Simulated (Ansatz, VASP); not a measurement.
One calculation of Fe, two programs

```
Fe
1.0
    -1.43142    1.43142    1.43142
     1.43142   -1.43142    1.43142
     1.43142    1.43142   -1.43142
Fe
1
Direct
  0.00000 0.00000 0.00000
```

Alike in both runs: task single point; functional PBEsol; k mesh 13 × 13 × 13; occupations fermi-dirac, width 0.01 eV; collinear spin.

|  | VASP | Ansatz |
| --- | --- | --- |
| version | VASP 6.6.1 | Ansatz 0.2.0 |
| potentials or method | VASP PAW PBE potentials, release 64 (Fe), cutoff 600 eV | PAW, plane waves, scalar-relativistic |
| valence electrons in the cell | 8 | 16 |

|  | VASP | Ansatz | Ansatz less VASP |
| --- | --- | --- | --- |
| pressure (GPa) | -14.9 | -15.8 | -0.88 |
| net moment per atom (μB) | 2.21 | 2.17 | -0.046 |
| size of the moment on the site where the two differ most (μB) | 2.21 | 2.21 | 0.000 |

VASP's potentials were made for PBE, not for PBEsol. Site moments also hang on the region over which each program counts them. The functional is the same, so the differences come from potentials, cutoffs and numerics. VASP's potentials hold 8 valence electrons a cell and Ansatz's 16, so a difference there can come from the potentials and not from the codes.
